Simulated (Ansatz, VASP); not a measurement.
WC in VASP and in Ansatz

```
W C
1.0
     0.00000    2.19268    2.19268
     2.19268    0.00000    2.19268
     2.19268    2.19268    0.00000
W C
1 1
Direct
  0.99145 0.99145 0.00855
  0.50000 0.50000 0.50000
```

Change from the starting cell: all W atoms moved +0.037 Å, as atom 1 towards its neighbour atom 2 (C) at 2.193 Å.

Alike in both runs: task single point; functional r2SCAN; k mesh 18 × 18 × 18; occupations gaussian, width 0.15 eV; no spin polarisation.

|  | VASP | Ansatz |
| --- | --- | --- |
| version | VASP 6.6.1 | Ansatz 0.2.0 |
| potentials or method | VASP PAW PBE potentials, release 64 (W_sv, C), cutoff 520 eV | scalar-relativistic, plane waves, PAW |
| valence electrons in the cell | 18 | 18 |

```csv
,VASP,Ansatz,Ansatz less VASP
gap on the k mesh at the Fermi level (eV),none,none,-
pressure (GPa),-3.4,-5.0,-1.59
"traceless stress, the component that is largest in VASP (GPa)",0.52,0.50,-0.016
rms of the force components (eV/Å),0.116,0.114,-0.0015
```

VASP's potentials were made for PBE, not for r2SCAN. Atom by atom the forces differ by 0.002 eV/Å (rms over components). A gap of «none» marks a metal or a gap that the smearing closes. With one functional, cell and mesh, what is left measures potentials, basis and numerics.

Neither program's run includes spin-orbit coupling.
